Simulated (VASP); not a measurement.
Here is a VASP 6.6.1 calculation.

File INCAR:

```
PREC = Accurate
ENCUT = 520
EDIFF = 1E-6
ISMEAR = 0
SIGMA = 0.05
LREAL = F
LASPH = T
NELM = 60
ALGO = Normal
ISIF = 2
LWAVE = F
LCHARG = F
GGA = PE
NBANDS = 20
```

File KPOINTS:

```
Automatic mesh
0
Gamma
  12 12 6
```

The input POSCAR:

```
SnSe2
1.0
    3.7538337998      0.0000000000      0.0000000000
   -1.8769168999      3.2509154322      0.0000000000
    0.0000000000      0.0000000000      6.1370000000
Sn Se
1 2
Direct
    0.0000000000      0.0000000000      0.0000000000
    0.3333333333      0.6666666667      0.2500000000
    0.6666666667      0.3333333333      0.7500000000
```

Potentials or basis: VASP PAW PBE potentials, release 64 (Sn_d, Se).

The run is started by

```bash
$ cat potpaw_PBE.64/Sn_d/POTCAR potpaw_PBE.64/Se/POTCAR > POTCAR
$ mpirun -np 1 vasp_std > vasp.out
```

What does it give for the largest force?

0.974 eV/Å.

Predict the band gap on the k mesh.

0.79 eV (least direct gap 1.35 eV).

What does it give for the pressure?

8.0 GPa.

Stress tensor (GPa, compression positive):
```
7.91 0.00 0.00
0.00 7.91 0.00
0.00 0.00 8.30
```

Caveat: the cell differs from its parent crystal (strain -0.015 along x and y, +0.000 along z); the cell stands under pressure; spin-orbit coupling is left out, which moves the levels of the heavy elements; this functional lacks dispersion, which binds the layers, so the pressure and a relaxed spacing across them are unreliable. A k mesh can miss the band edges.
